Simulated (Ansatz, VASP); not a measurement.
## Two plane-wave programs on VHg2

```
V Hg
1.0
     3.06434    0.00000    0.00000
    -1.53217    2.65380    0.00000
     0.00000    0.00000   14.36713
V Hg
2 4
Direct
  0.33333 0.66667 0.25000
  0.66667 0.33333 0.75000
  0.33333 0.66667 0.59343
  0.66667 0.33333 0.09343
  0.33333 0.66667 0.90657
  0.66667 0.33333 0.40657
```

Alike in both runs: functional PBE; k mesh 6 × 6 × 2; occupations gaussian, width 0.1 eV; collinear spin.

Ansatz relaxed the structure, and its values are those at the end. VASP's run is a single point on that final structure, the one shown.

|  | VASP | Ansatz |
| --- | --- | --- |
| version | VASP 6.6.1 | Ansatz 0.2.0 |
| potentials or method | VASP PAW PBE potentials, release 64 (V_sv, Hg), cutoff 520 eV | scalar-relativistic, plane waves, PAW |
| valence electrons in the cell | 74 | 106 |

|  | VASP | Ansatz | Ansatz less VASP |
| --- | --- | --- | --- |
| gap on the k mesh at the Fermi level (eV) | none | none | - |
| pressure (GPa) | 0.6 | 0.0 | -0.55 |
| rms of the force components (eV/Å) | 0.008 | 0.009 | +0.0010 |
| net moment per atom (μB) | 0.30 | 0.30 | -0.002 |
| size of the moment on the site where the two differ most (μB) | 0.79 | 0.79 | +0.003 |

Site moments also hang on the region over which each program counts them. A gap of «none» marks a metal or a gap that the smearing closes. The functional is the same, so the differences come from potentials, cutoffs and numerics. VASP's potentials hold 74 valence electrons a cell and Ansatz's 106, so a difference there can come from the potentials and not from the codes.

The k mesh is coarse, so the values compare programs but aren't converged. Spin-orbit coupling is off throughout.
